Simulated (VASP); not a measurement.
Au: single point with PBE

The system is Au.

```xyz
1
Lattice="0.0000 2.0147 2.0350 2.0147 0.0000 2.0350 2.0147 2.0147 0.0000" Properties=species:S:1:pos:R:3 pbc="T T T"
Au    0.0000    0.0000    0.0000
```

* Program: VASP 6.6.1
* Task: single point
* Functional: PBE
* Potentials or basis: VASP PAW PBE potentials, release 64 (Au)
* Cutoff: 500 eV
* k mesh: 11 × 11 × 11
* Occupations: fermi-dirac, width 0.05 eV
* Spin: no spin polarisation

The pressure is 14.7 GPa. The band gap on the k mesh is zero (an odd number of electrons rules out a gap without spin polarisation).

Stress tensor (GPa, compression positive):
```
14.98  0.00  0.00
 0.00 14.98  0.00
 0.00  0.00 14.21
```

Levels at points of the mesh, in eV from the Fermi level:
```
           k point  band 4  band 5  band 6  band 7  band 8  band 9
(0.00, 0.00, 0.00)   -4.85   -3.33   -3.23   14.46   18.51   18.70
```

It took 20 s on 1 thread of AMD EPYC 9R14 (Zen 4), on a shared host, peak memory 0.12 GiB.

Caveat: the cell stands under pressure; spin-orbit coupling is left out, which moves the levels of the heavy elements.
